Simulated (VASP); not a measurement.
Input of a VASP 6.6.1 run:

The input INCAR:

```
SYSTEM = Na
PREC = Accurate ; ENCUT = 600
EDIFF = 1E-6 ; ISMEAR = -1
SIGMA = 0.1 ; LREAL = .FALSE.
LASPH = .TRUE. ; NELM = 80
ALGO = Normal ; ISIF = 3
LWAVE = .FALSE. ; LCHARG = .FALSE.
GGA = CA ; IBRION = 2
NSW = 80 ; EDIFFG = -0.01
```

KPOINTS

```
regular mesh
0
G
  10 10 10
  0 0 0
```

The input POSCAR:

```
Na
1.0
    0.0000000000      2.6615832179      2.6615832179
    2.6615832179      0.0000000000      2.6615832179
    2.6615832179      2.6615832179      0.0000000000
Na
1
Direct
    0.0000000000      0.0000000000      0.0000000000
```

Potentials or basis: VASP PAW LDA potentials, release 64 (Na_pv).

Launch:

```sh
$ cat potpaw_LDA.64/Na_pv/POTCAR > POTCAR
$ mpirun -np 1 vasp_std > vasp.out
```

Task: Predict the space group after relaxing (to 0.05 Å).

Result: Fm-3m (No. 225).

Task: What does it give for the relaxed volume?

Result: 33.32 Å³/atom.

Task: What does it give for the relaxed cell?

Result: a = 3.612 Å, b = 3.612 Å, c = 3.612 Å, α = 60.00°, β = 60.00°, γ = 60.00°.

The path:
```tsv
step	energy change (eV)	largest force (eV/Å)	pressure (GPa)	volume (Å³)
1	0.0000	0.0000	-0.89	37.71
2	-0.0057	0.0000	-0.72	36.58
3	-0.0135	0.0000	-0.04	33.32
```
